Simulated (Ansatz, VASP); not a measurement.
**C17O: VASP beside Ansatz**

```
C O
1.0
     4.92989    0.00000    0.00000
    -0.00815    4.41330    0.00000
     0.00000    0.00000   23.66503
C O
17 1
Direct
  0.37457 0.74054 0.16903
  0.87457 0.74054 0.16903
  0.12440 0.63660 0.19201
  0.62440 0.63660 0.19201
  0.12405 0.42910 0.23805
  0.62405 0.42910 0.23805
  0.37388 0.32516 0.26103
  0.87388 0.32516 0.26103
  0.37353 0.11265 0.30707
  0.87353 0.11265 0.30707
  0.12336 0.00729 0.32900
  0.62336 0.00729 0.32900
  0.12299 0.78105 0.37481
  0.62299 0.78105 0.37481
  0.37283 0.68268 0.39362
  0.87283 0.68268 0.39362
  0.37283 0.68268 0.55631
  0.37283 0.68268 0.50771
```

Alike in both runs: task single point; functional PBE; dispersion D3(BJ); k mesh 6 × 6 × 1; occupations gaussian, width 0.05 eV; no spin polarisation.

```csv
,VASP,Ansatz
version,VASP 6.6.1,Ansatz 0.2.0
potentials or method,"VASP PAW PBE potentials, release 64 (C, O), cutoff 520 eV","scalar-relativistic, plane waves, PAW"
valence electrons in the cell,74,74
```

Ansatz gave:

| Quantity | Value |
| --- | --- |
| gap on the k mesh at the Fermi level (eV) | none |
| rms of the force components (eV/Å) | 0.799 |
| work function, face that differs most (eV) | 5.72 |

**Question.** Estimate VASP's values.

**Answer.** gap on the k mesh at the Fermi level (eV): none; rms of the force components (eV/Å): 0.744; work function, face that differs most (eV): 5.68.

A gap of «none» marks a metal or a gap that the smearing closes.

Noted on VASP's run: the standard files for N, O and F lose accuracy on very short bonds.
